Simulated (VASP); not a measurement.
Write the native input for VASP 6.6.1 that does the following.

* Task: single point
* Functional: PBE
* Potentials or basis: VASP PAW PBE potentials, release 64 (Pb_d)
* Cutoff: 520 eV
* k mesh: 16 × 16 × 16
* Occupations: gaussian, width 0.15 eV
* Spin: no spin polarisation
* Dipole correction: no
* Further INCAR settings: ALGO = Normal; EDIFF = 1e-07; NBANDS = 13

The structure of Pb lies in POSCAR:

```
Pb
1.0
    0.0000000000      2.3710080000      2.6673840000
    2.3710080000      0.0000000000      2.6673840000
    2.3710080000      2.3710080000      0.0000000000
Pb
1
Direct
    0.0000000000      0.0000000000      0.0000000000
```

This cell differs from its parent crystal: strain -0.040 along x and y, +0.080 along z.

These files were run (other wordings do the same):

INCAR

```
SYSTEM = Pb
PREC = Accurate ; ENCUT = 520
EDIFF = 1E-7 ; ISMEAR = 0
SIGMA = 0.15 ; LREAL = .False.
LASPH = .True. ; NELM = 80
ALGO = Normal ; ISIF = 2
LWAVE = .False. ; LCHARG = .False.
GGA = PE ; NBANDS = 13
```

KPOINTS

```
Automatic mesh
0
Gamma
  16 16 16
  0 0 0
```

Potentials or basis: VASP PAW PBE potentials, release 64 (Pb_d).

Command:

```bash
$ cat potpaw_PBE.64/Pb_d/POTCAR > POTCAR
$ mpirun -np 1 vasp_std > vasp.out
```

It gave:

The pressure is 3.1 GPa and the band gap on the k mesh is zero (bands 7 and 8 overlap by 9.46 eV).

Caveat: the cell differs from its parent crystal (strain -0.040 along x and y, +0.080 along z); the cell stands under pressure; spin-orbit coupling is left out, which moves the levels of the heavy elements.

Run time: 3.1 min on 1 thread of Intel Xeon 8259CL (shared host), peak memory 0.26 GiB.
